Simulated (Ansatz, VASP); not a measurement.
**Ga in VASP and in Ansatz**

```
Ga
1.0
    -1.39930    1.39930    2.22155
     1.39930   -1.39930    2.22155
     1.39930    1.39930   -2.22155
Ga
1
Direct
  0.00000 0.00000 0.00000
```

Change from the starting cell: volume scaled by 0.99.

Alike in both runs: task single point; functional PBEsol; k mesh 16 × 16 × 16; occupations fermi-dirac, width 0.03 eV; no spin polarisation.

```csv
,VASP,Ansatz
version,VASP 6.6.1,Ansatz 0.2.0
potentials or method,"VASP PAW PBE potentials, release 64 (Ga_d), cutoff 520 eV","all-electron LAPW, scalar-relativistic"
```

|  | VASP | Ansatz | Ansatz less VASP |
| --- | --- | --- | --- |
| pressure (GPa) | 1.3 | 1.3 | -0.03 |
| traceless stress, the component that is largest in VASP (GPa) | -0.57 | -0.57 | +0.004 |

VASP's potentials were made for PBE, not for PBEsol. Ansatz ran all-electron here, and VASP with PAW potentials.
